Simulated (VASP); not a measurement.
# Sb3Br (Fm-3m) in VASP: notebook

Sb3Br is run at these levels: PBE; tasks: single point.

Program: VASP 6.6.1. These are calculated values, not measurements. Logs are shortened: lines on timing, memory, paths and dates and some standing lists are left out, and cuts for length are marked.

**1. The cell of the first run**

It takes space group Fm-3m (No. 225, cubic). The conventional cell has a = 7.539 Å, b = 7.539 Å, c = 7.539 Å, α = 90.00°, β = 90.00°, γ = 90.00°. Within 4.3 Å of Sb (site symmetry -43m) lie 10 Sb at 3.26 to 3.77 Å and 4 Br at 3.26 Å. Sb (site symmetry m-3m) has 8 Sb at 3.26 Å and 6 Br at 3.77 Å within 4.3 Å. Br (site symmetry m-3m) has 14 Sb at 3.26 to 3.77 Å within 4.3 Å.

The cell was generated, and may not be a known phase.

**2. Single point, PBE**

INCAR reads:

```
  PREC = Accurate
  ENCUT = 520
  EDIFF = 1E-6
  ISMEAR = 0
  SIGMA = 0.1
  LREAL = False
  LASPH = True
  NELM = 80
  ALGO = Normal
  ISIF = 2
  LWAVE = False
  LCHARG = True
  GGA = PE
  LELF = True
  LVHAR = True
  NBANDS = 19
```

KPOINTS reads:

```
regular mesh
0
Gamma
  10 10 10
```

POSCAR reads:

```
Sb3Br
1.0
    0.0000000000      3.7693692173      3.7693692173
    3.7693692173      0.0000000000      3.7693692173
    3.7693692173      3.7693692173      0.0000000000
Sb Br
3 1
Direct
    0.2500000000      0.2500000000      0.2500000000
    0.7500000000      0.7500000000      0.7500000000
    0.5000000000      0.5000000000      0.5000000000
    0.0000000000      0.0000000000      0.0000000000
```

Potentials or basis: VASP PAW PBE potentials, release 64 (Sb, Br).

Started as:

```console
$ cat potpaw_PBE.64/Sb/POTCAR potpaw_PBE.64/Br/POTCAR > POTCAR
$ mpirun -np 1 vasp_std > vasp.out
```

OUTCAR:

```text
PREC = Accurate
   ENCUT = 520
   EDIFF = 1E-6
   ISMEAR = 0
   LREAL = False
   LASPH = True
   NELM = 80
   ISIF = 2
   GGA = PE

 ion  position               nearest neighbor table
   1  0.250  0.250  0.250-   4 3.26   4 3.26   4 3.26   3 3.26   4 3.26   3 3.26   3 3.26   3 3.26
                             2 3.77   2 3.77   2 3.77   2 3.77   2 3.77   2 3.77
   2  0.750  0.750  0.750-   3 3.26   3 3.26   3 3.26   3 3.26   4 3.26   4 3.26   4 3.26   4 3.26
                             1 3.77   1 3.77   1 3.77   1 3.77   1 3.77   1 3.77
   3  0.500  0.500  0.500-   1 3.26   1 3.26   1 3.26   1 3.26   2 3.26   2 3.26   2 3.26   2 3.26

   4  0.000  0.000  0.000-   2 3.26   2 3.26   2 3.26   1 3.26   2 3.26   1 3.26   1 3.26   1 3.26

  LATTYP: Found a face centered cubic cell.
 ALAT       =     7.5387384346

  Lattice vectors:

 A1 = (   0.0000000000,   3.7693692173,   3.7693692173)
 A2 = (   3.7693692173,   0.0000000000,   3.7693692173)
 A3 = (   3.7693692173,   3.7693692173,   0.0000000000)

Analysis of symmetry for initial positions (statically):
=====================================================================
 Subroutine PRICEL returns:
 Original cell was already a primitive cell.

 Routine SETGRP: Setting up the symmetry group for a
 face centered cubic supercell.

 Subroutine GETGRP returns: Found 48 space group operations
 (whereof 48 operations were pure point group operations)
 out of a pool of 48 trial point group operations.

The static configuration has the point symmetry O_h .

Analysis of symmetry for dynamics (positions and initial velocities):
=====================================================================
 Subroutine PRICEL returns:
 Original cell was already a primitive cell.

 Routine SETGRP: Setting up the symmetry group for a
 face centered cubic supercell.

 Subroutine GETGRP returns: Found 48 space group operations
 (whereof 48 operations were pure point group operations)
 out of a pool of 48 trial point group operations.

The dynamic configuration has the point symmetry O_h .

 Subroutine INISYM returns: Found 48 space group operations
 (whereof 48 operations are pure point group operations),
 and found     1 'primitive' translations

----------------------------------------------------------------------------------------

                                     Primitive cell

  volume of cell :     107.1115

  direct lattice vectors                    reciprocal lattice vectors
     0.000000000  3.769369217  3.769369217    -0.132648189  0.132648189  0.132648189
     3.769369217  0.000000000  3.769369217     0.132648189 -0.132648189  0.132648189
     3.769369217  3.769369217  0.000000000     0.132648189  0.132648189 -0.132648189

  length of vectors
     5.330693069  5.330693069  5.330693069     0.229753403  0.229753403  0.229753403

  position of ions in fractional coordinates (direct lattice)
     0.250000000  0.250000000  0.250000000
     0.750000000  0.750000000  0.750000000
     0.500000000  0.500000000  0.500000000
     0.000000000  0.000000000  0.000000000

  ion indices of the primitive-cell ions
   primitive index   ion index
                 1           1
                 2           2
                 3           3
                 4           4

----------------------------------------------------------------------------------------

 KPOINTS: regular mesh

Automatic generation of k-mesh.
 Grid dimensions read from file:
 generate k-points for:   10   10   10

 Generating k-lattice:

  Cartesian coordinates                     Fractional coordinates (reciprocal lattice)
    -0.013264819  0.013264819  0.013264819     0.100000000  0.000000000  0.000000000
     0.013264819 -0.013264819  0.013264819     0.000000000  0.100000000  0.000000000
     0.013264819  0.013264819 -0.013264819     0.000000000  0.000000000  0.100000000

  Length of vectors
     0.022975340  0.022975340  0.022975340

  Shift w.r.t. Gamma in fractional coordinates (k-lattice)
     0.000000000  0.000000000  0.000000000

 Subroutine IBZKPT returns following result:
 ===========================================

 Found     47 irreducible k-points:

 Following reciprocal coordinates:
            Coordinates               Weight
  0.000000  0.000000  0.000000      1.000000
  0.100000  0.000000  0.000000      8.000000
  0.200000  0.000000  0.000000      8.000000
  0.300000  0.000000  0.000000      8.000000
  0.400000  0.000000  0.000000      8.000000
  0.500000  0.000000  0.000000      4.000000
[... 16 lines left out ...]
  0.300000  0.300000  0.000000      6.000000
  0.400000  0.300000  0.000000     24.000000
 [... further k-points ...]
   k-points           NKPTS =     47   k-points in BZ     NKDIM =     47   number of bands    NBANDS=     19
   number of dos      NEDOS =    301   number of ions     NIONS =      4
   total plane-waves  NPLWV =  64000
   dimension x,y,z NGX =    40 NGY =   40 NGZ =   40
   dimension x,y,z NGXF=    80 NGYF=   80 NGZF=   80
   ions per type =               3   1
   NGX,Y,Z   is equivalent  to a cutoff of  12.47, 12.47, 12.47 a.u.
   NGXF,Y,Z  is equivalent  to a cutoff of  24.95, 24.95, 24.95 a.u.
 SYSTEM =  unknown system
   PREC   = accura    normal or accurate (medium, high low for compatibility)
   ISTART =      0    job   : 0-new  1-cont  2-samecut
   ICHARG =      2    charge: 1-file 2-atom 10-const
   ISPIN  =      1    spin polarized calculation?
   LNONCOLLINEAR =      F non collinear calculations
   LSORBIT =      F    spin-orbit coupling
   LASPH  =      T    aspherical Exc in radial PAW
   ENCUT  =  520.0 eV  38.22 Ry    6.18 a.u.   9.91  9.91  9.91*2*pi/ulx,y,z
   NELM   =     80;   NELMIN=  2; NELMDL= -5     # of ELM steps
   EDIFF  = 0.1E-05   stopping-criterion for ELM
   LREAL  =      F    real-space projection
   EDIFFG = 0.1E-04   stopping-criterion for IOM
   NSW    =      0    number of steps for IOM
   IBRION =     -1    ionic relax: 0-MD 1-quasi-New 2-CG
   NFREE  =      0    steps in history (QN), initial steepest desc. (CG)
   ISIF   =      2    stress and relaxation
   ISYM   =      2    0-nonsym 1-usesym 2-fastsym
   POTIM  = 0.5000    time-step for ionic-motion
   TEBEG  =    0.0;   TEEND  =   0.0 temperature during run
   PSTRESS=    0.0 pullay stress
   NELECT =      22.0000    total number of electrons
   NUPDOWN=      -1.0000    fix difference up-down
   EMIN   =  10.00;   EMAX   =-10.00  energy-range for DOS
   EFERMI =   0.00;   METHOD = LEGACY
   ISMEAR =     0;   SIGMA  =   0.10  broadening in eV -4-tet -1-fermi 0-gaus
   EFERMI_NEDOS =   21; number of points for ismear=-14 and -15
   IALGO  =     38    algorithm
   IMIX   =      4    mixing-type and parameters
     AMIX     =   0.40;   BMIX     =  1.00
     AMIX_MAG =   1.60;   BMIX_MAG =  1.00
  volume/ion in A,a.u.               =      26.78       180.71
  Fermi-wavevector in a.u.,A,eV,Ry     =   0.965911  1.825307 12.694015  0.932984
  Thomas-Fermi vector in A             =   2.095668
   LORBIT       =      0    0 simple, 1 ext, 2 COOP (PROOUT), +10 PAW based schemes
   GGA     = PE    functional components
   LHFCALC =     F    Hartree Fock is set to
   AEXX    =    0.0000 exact exchange contribution
   IVDW    =     0    specifies the selected vdW correction
   LEPSILON=     F    determine dielectric tensor
   LRPA    =     F    only Hartree local field effects (RPA)
 non-spin polarized calculation
 Gauss-broadening in eV      SIGMA  =   0.10
  energy-cutoff  :      520.00
  volume of cell :      107.11
 maximum number of plane-waves:      2900
   NGX = 19   NGY = 19   NGZ = 19

 number of electron      22.0000003 magnetization

 Free energy of the ion-electron system (eV)
  ---------------------------------------------------
  ext. energy  EPLUGINS =         0.00000000
  ---------------------------------------------------
  free energy    TOTEN  =       -13.43764980 eV

  energy without entropy =      -13.42125787  energy(sigma->0) =      -13.42945384

 E-fermi :   7.3264     XC(G=0): -10.0176

 val. band max:        7.2438237941   @ k =   0.2000   0.0000   0.0000
 cond. band min:       7.3319076913   @ k =  -0.4000   0.3000   0.1000
 fundamental gap:      0.0880838972
 Fermi energy:         7.3264131611

 k-point     1 :       0.0000    0.0000    0.0000
  band No.  band energies     occupation
      1      -8.6154      2.00000
      2      -3.9759      2.00000
      3      -0.5748      2.00000
      4       1.0349      2.00000
      5       2.9799      2.00000
      6       2.9799      2.00000
[... 11 lines left out ...]
     18      11.0415      0.00000
     19      17.7219      0.00000

 k-point     2 :       0.1000    0.0000    0.0000
  band No.  band energies     occupation
      1      -8.5968      2.00000
      2      -3.9591      2.00000
      3      -0.6780      2.00000
      4       0.8405      2.00000
      5       2.8144      2.00000
      6       2.9125      2.00000
[... 11 lines left out ...]
     18      11.1399      0.00000
     19      17.4388      0.00000

 k-point     3 :       0.2000    0.0000    0.0000
  band No.  band energies     occupation
      1      -8.5473      2.00000
      2      -3.9025      2.00000
      3      -0.9964      2.00000
      4       0.4005      2.00000
      5       2.7577      2.00000
      6       2.7762      2.00000
[... 11 lines left out ...]
     18      11.7327      0.00000
     19      16.6791      0.00000

 k-point     4 :       0.3000    0.0000    0.0000
  band No.  band energies     occupation
      1      -8.4843      2.00000
      2      -3.7963      2.00000
      3      -1.4716      2.00000
      4      -0.0244      2.00000
      5       2.6585      2.00000
      6       2.6585      2.00000
[... 407 lines left out ...]
     18      13.7288      0.00000
     19      14.9060      0.00000

 k-point    23 :       0.3000    0.3000    0.0000
  band No.  band energies     occupation
      1      -8.4464      2.00000
      2      -3.6538      2.00000
      3      -1.2716      2.00000
      4      -0.8423      2.00000
      5       1.7602      2.00000
      6       1.7602      2.00000
[... 11 lines left out ...]
     18      14.6458      0.00000
     19      15.1818      0.00000

 k-point    24 :       0.4000    0.3000    0.0000
  band No.  band energies     occupation
      1      -8.4074      2.00000
      2      -3.4735      2.00000
      3      -1.5311      2.00000
      4      -1.2731      2.00000
      5       1.6378      2.00000
      6       1.8629      2.00000
[... 11 lines left out ...]
     18      14.2995      0.00000
     19      14.7054      0.00000

 [... further k-points ...]
[... 5 lines left out ...]
  --------------------------------------------------------------------------------------
  -------------------------------------------------------------------------------------
  Total       -0.0876939     -0.0876939     -0.0876939      0.0000000     -0.0000000      0.0000000
  in kB       -1.3117287     -1.3117287     -1.3117287      0.0000000     -0.0000000      0.0000000
  external PRESSURE =      -1.3117287 kB  Pullay stress =       0.0000000 kB

 VOLUME and BASIS-vectors are now :
 -----------------------------------------------------------------------------
  energy-cutoff  :      520.00
  volume of cell :      107.11
      direct lattice vectors                 reciprocal lattice vectors
     0.000000000  3.769369217  3.769369217    -0.132648189  0.132648189  0.132648189
     3.769369217  0.000000000  3.769369217     0.132648189 -0.132648189  0.132648189
     3.769369217  3.769369217  0.000000000     0.132648189  0.132648189 -0.132648189

 POSITION                                       TOTAL-FORCE (eV/Angst)
 -----------------------------------------------------------------------------------
      1.88468      1.88468      1.88468        -0.000000      0.000000     -0.000000
      5.65405      5.65405      5.65405         0.000000     -0.000000      0.000000
      3.76937      3.76937      3.76937        -0.000000      0.000000      0.000000
      0.00000      0.00000      0.00000        -0.000000      0.000000     -0.000000
 -----------------------------------------------------------------------------------
    total drift:                               -0.000000      0.000000      0.000000

  FREE ENERGIE OF THE ION-ELECTRON SYSTEM (eV)
  ---------------------------------------------------
  free  energy   TOTEN  =       -13.4376498044 eV

  energy  without entropy=      -13.4212578679  energy(sigma->0) =      -13.42945384
```

Wall time 80 s (1 thread of Intel Xeon Platinum 8259CL at 2.50GHz (Skylake/Cascade Lake), shared host); peak memory 0.28 GiB.

What came out:

- Free energy: -13.4376 eV
- Pressure: -0.1 GPa
- Band gap on the k mesh: zero (bands 11 and 12 overlap by 2.95 eV)

Caveat: spin-orbit coupling is left out, which moves the levels of the heavy elements.

**3. Single point, PBE**

This run uses another cell than the first one, of 41.53 Å³/atom.

INCAR reads:

```
SYSTEM = Sb3Br
PREC     = Accurate       ! precision mode
ENCUT    = 520            ! plane-wave cutoff, eV
EDIFF    = 1E-6           ! SCF threshold, eV
ISMEAR   = 0              ! smearing method
SIGMA    = 0.1            ! smearing width, eV
LREAL    = .False.        ! projectors in reciprocal space
LASPH    = .True.         ! aspherical terms in the spheres
NELM     = 60             ! most SCF steps
ALGO     = Normal         ! electronic algorithm
ISIF     = 2              ! what is computed and relaxed
LWAVE    = .False.        ! write WAVECAR
LCHARG   = .True.         ! write CHGCAR
GGA      = PE             ! functional
LELF     = .True.         ! ELF
LVHAR    = .True.       
NBANDS   = 19             ! bands
```

KPOINTS reads:

```
Automatic mesh
0
Gamma
  4 4 4
  0 0 0
```

POSCAR reads:

```
Sb3Br
1.0
    0.0000000000      4.3631288500      4.3631288500
    4.3631288500      0.0000000000      4.3631288500
    4.3631288500      4.3631288500      0.0000000000
Sb Br
3 1
Direct
    0.2500000000      0.2500000000      0.2500000000
    0.7500000000      0.7500000000      0.7500000000
    0.5000000000      0.5000000000      0.5000000000
    0.0000000000      0.0000000000      0.0000000000
```

Potentials or basis: VASP PAW PBE potentials, release 64 (Sb, Br).

Started as:

```console
$ cat potpaw_PBE.64/Sb/POTCAR potpaw_PBE.64/Br/POTCAR > POTCAR
$ mpirun -np 1 vasp_std > vasp.out
```

OUTCAR:

```text
SYSTEM = Sb3Br
   PREC = Accurate
   ENCUT = 520
   EDIFF = 1E-6
   ISMEAR = 0
   LREAL = .False.
   LASPH = .True.
   NELM = 60
   ISIF = 2
   GGA = PE

 ion  position               nearest neighbor table
   1  0.250  0.250  0.250-   3 3.78   3 3.78   3 3.78   3 3.78
   2  0.750  0.750  0.750-   3 3.78   3 3.78   3 3.78   3 3.78
   3  0.500  0.500  0.500-   1 3.78   2 3.78   1 3.78   1 3.78   1 3.78   2 3.78   2 3.78   2 3.78

   4  0.000  0.000  0.000-

[... 357 lines left out ...]
  Direction    XX          YY          ZZ          XY          YZ          ZX
  --------------------------------------------------------------------------------------
  -------------------------------------------------------------------------------------
  Total       -8.6332525     -8.6332525     -8.6332525     -0.0000000      0.0000000      0.0000000
  in kB      -83.2646990    -83.2646990    -83.2646990     -0.0000000      0.0000000      0.0000000
  external PRESSURE =     -83.2646990 kB  Pullay stress =       0.0000000 kB

 VOLUME and BASIS-vectors are now :
 -----------------------------------------------------------------------------
  energy-cutoff  :      520.00
  volume of cell :      166.12
      direct lattice vectors                 reciprocal lattice vectors
     0.000000000  4.363128850  4.363128850    -0.114596662  0.114596662  0.114596662
     4.363128850  0.000000000  4.363128850     0.114596662 -0.114596662  0.114596662
     4.363128850  4.363128850  0.000000000     0.114596662  0.114596662 -0.114596662

 POSITION                                       TOTAL-FORCE (eV/Angst)
 -----------------------------------------------------------------------------------
      2.18156      2.18156      2.18156         0.000000      0.000000      0.000000
      6.54469      6.54469      6.54469        -0.000000     -0.000000     -0.000000
      4.36313      4.36313      4.36313         0.000000     -0.000000     -0.000000
      0.00000      0.00000      0.00000         0.000000     -0.000000     -0.000000
 -----------------------------------------------------------------------------------
    total drift:                               -0.000000     -0.000000     -0.000000

  FREE ENERGIE OF THE ION-ELECTRON SYSTEM (eV)
  ---------------------------------------------------
  free  energy   TOTEN  =       -11.1621545325 eV

  energy  without entropy=      -11.1378388832  energy(sigma->0) =      -11.14999671
```

OSZICAR:

```text
N       E                     dE             d eps       ncg     rms          rms(c)
DAV:   1     0.960568126573E+02    0.96057E+02   -0.75633E+03   304   0.906E+02
DAV:   2    -0.300153208804E+01   -0.99058E+02   -0.96883E+02   441   0.139E+02
DAV:   3    -0.116328883271E+02   -0.86314E+01   -0.85429E+01   346   0.445E+01
DAV:   4    -0.117296556446E+02   -0.96767E-01   -0.96719E-01   346   0.571E+00
DAV:   5    -0.117309194062E+02   -0.12638E-02   -0.12637E-02   348   0.716E-01    0.371E+00
DAV:   6    -0.111802295103E+02    0.55069E+00   -0.82700E-01   367   0.423E+00    0.155E+00
DAV:   7    -0.111661473108E+02    0.14082E-01   -0.25285E-01   331   0.197E+00    0.708E-01
DAV:   8    -0.111637447267E+02    0.24026E-02   -0.36649E-02   334   0.854E-01    0.342E-01
DAV:   9    -0.111618264219E+02    0.19183E-02   -0.10715E-02   337   0.528E-01    0.160E-01
DAV:  10    -0.111621645216E+02   -0.33810E-03   -0.15826E-03   348   0.167E-01    0.110E-01
DAV:  11    -0.111621984566E+02   -0.33935E-04   -0.77859E-04   352   0.131E-01    0.370E-02
DAV:  12    -0.111621531085E+02    0.45348E-04   -0.15295E-04   336   0.615E-02    0.702E-03
DAV:  13    -0.111621546724E+02   -0.15640E-05   -0.10319E-05   346   0.182E-02    0.446E-03
DAV:  14    -0.111621545325E+02    0.13995E-06   -0.66959E-07   191   0.445E-03
   1 F= -.11162155E+02 E0= -.11149997E+02  d E =-.243156E-01
```

Run time: 28 s. Hardware: 1 thread of Oxide Virtual Turin-like, shared host; peak memory 0.28 GiB.

What came out:

```
Free energy            : -11.1622 eV
Pressure               : -8.3 GPa
Band gap on the k mesh : zero (bands 11 and 12 overlap by 1.38 eV)
```

Levels at points of the mesh, in eV from the Fermi level:
```csv
k point,band 7,band 8,band 9,band 10,band 11,band 12,band 13,band 14,band 15,band 16
"(0.00, 0.00, 0.00)",-2.39,-1.26,-1.26,-1.26,-1.16,-1.16,-1.16,1.97,1.97,1.97
"(0.50, 0.00, 0.00)",-2.18,-1.87,-1.87,-1.43,0.14,0.14,0.48,1.46,1.46,1.65
"(0.50, 0.50, 0.00)",-1.98,-1.08,-0.98,-0.98,0.21,0.54,0.54,0.93,1.90,1.90
```

Caveat: the cell stands under tension; spin-orbit coupling is left out, which moves the levels of the heavy elements.

The gap in the log of VASP goes by the Fermi energy; the results here count the filled bands.